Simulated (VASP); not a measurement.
Here is a VASP 6.6.1 calculation.

Contents of POSCAR:

```
CaF2
1.0
    0.0000000000      2.8011807631      2.8011807631
    2.8011807631      0.0000000000      2.8011807631
    2.8011807631      2.8011807631      0.0000000000
Ca F
1 2
Direct
    0.0000000000      0.0000000000      0.0000000000
    0.2500000000      0.2500000000      0.2500000000
    0.7500000000      0.7500000000      0.7500000000
```

The input INCAR.step1:

```
  PREC = Accurate
  ENCUT = 520
  EDIFF = 1E-5
  ISMEAR = 0
  SIGMA = 0.01
  LREAL = F
  LASPH = T
  NELM = 120
  ALGO = Normal
  ISIF = 2
  LWAVE = T
  LCHARG = F
  NBANDS = 19
  GGA = PE
  GGA_COMPAT = F
```

The input INCAR.step2:

```
  PREC = Accurate
  ENCUT = 520
  EDIFF = 1E-6
  ISMEAR = 0
  SIGMA = 0.01
  LREAL = F
  LASPH = T
  NELM = 120
  ALGO = Normal
  ISIF = 2
  LWAVE = F
  LCHARG = F
  GGA = PE
  LHFCALC = T
  HFSCREEN = 0.2079
  PRECFOCK = Normal
  NBANDS = 19
  ISTART = 1
  GGA_COMPAT = F
```

File KPOINTS:

```
regular mesh
0
Gamma
  6 6 6
```

Potentials or basis: VASP PAW PBE potentials, release 64 (Ca_sv, F).

Command:

```bash
$ cat potpaw_PBE.64/Ca_sv/POTCAR potpaw_PBE.64/F/POTCAR > POTCAR
$ cp INCAR.step1 INCAR
$ mpirun -np 1 vasp_std > vasp.out
$ cp INCAR.step2 INCAR
$ mpirun -np 1 vasp_std > vasp.out
```

(1) Estimate the band gap on the k mesh.

(2) What does it give for the pressure?

Results:

(1) 8.87 eV (least direct gap 9.13 eV).

(2) -4.9 GPa.

Caveat: the cell differs from its parent crystal (strain +3.0%); the cell stands under tension; the PAW data sets were made with another functional, which shifts forces and pressure a little.
